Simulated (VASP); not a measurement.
Runs of VASP 6.6.1 on Ta2N. The structure is that of space group Cmmm (No. 65), or close to it. The cells are those of the table. 

```tsv
potentials or basis	cell	k mesh	cutoff (eV)	second run	gap on the mesh (eV)	pressure (GPa)	largest force (eV/Å)
VASP PAW PBE potentials, release 64 (Ta_pv, N)	a = 5.587, b = 5.587, c = 3.344 Å, angles 90.0, 90.0, 106.3°, 6 atoms	4 × 4 × 6	520	-	none	0.2	0.04
VASP PAW PBE potentials, release 64 (Ta_pv, N)	a = 4.969, b = 4.969, c = 4.193 Å, angles 90.0, 90.0, 95.3°, 6 atoms	4 × 4 × 4	520	-	none	217.3	115.04
VASP PAW PBE potentials, release 64 (Ta_pv, N)	a = 5.582, b = 5.582, c = 3.364 Å, angles 90.0, 90.0, 73.6°, 6 atoms	4 × 4 × 4	520	-	none	0.2	0.06
VASP PAW PBE potentials, release 64 (Ta_sv_GW, N)	a = 4.969, b = 4.969, c = 4.193 Å, angles 90.0, 90.0, 95.3°, 6 atoms	4 × 4 × 4	600	valence_matched	none	(b)	(a)
```

Alike in all rows: task single point; level PBE; no spin polarisation; smearing gaussian 0.1 eV.

Q: Estimate the missing entries.

A: (a) 108.70; (b) 201.0.

Caveats: some runs use coarse meshes; spin-orbit coupling is left out, which moves the levels of the heavy elements; forces of over 1 eV/Å act on the atoms, so gaps and moduli don't describe the material at rest (some runs).

A k mesh can miss the band edges, and the runs leave out spin-orbit coupling on Ta.

A gap of «none» marks levels without a gap at the run's occupations.

The runs don't all hold the same shells in valence.
